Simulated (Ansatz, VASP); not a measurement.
# One calculation of Y, two programs

```
Y
1.0
     5.64300    0.00000    0.00000
    -2.82150    4.88698    0.00000
     0.00000    0.00000    3.53194
Y
3
Direct
  0.00000 0.00000 0.00000
  0.33333 0.66667 0.50000
  0.66667 0.33333 0.50000
```

Alike in both runs: functional PBE; k mesh 9 × 9 × 12; occupations gaussian, width 0.1 eV; no spin polarisation.

Ansatz relaxed the structure, and its values are those at the end. VASP's run is a single point on that final structure, the one shown.

```csv
,VASP,Ansatz
version,VASP 6.6.1,Ansatz 0.2.0
potentials or method,"VASP PAW PBE potentials, release 64 (Y_sv), cutoff 520 eV","scalar-relativistic, plane waves, PAW"
valence electrons in the cell,33,33
```

|  | VASP | Ansatz | Ansatz less VASP |
| --- | --- | --- | --- |
| gap on the k mesh at the Fermi level (eV) | none | none | - |
| pressure (GPa) | -0.1 | 0.0 | +0.10 |

A gap of «none» marks a metal or a gap that the smearing closes. With one functional, cell and mesh, what is left measures potentials, basis and numerics.
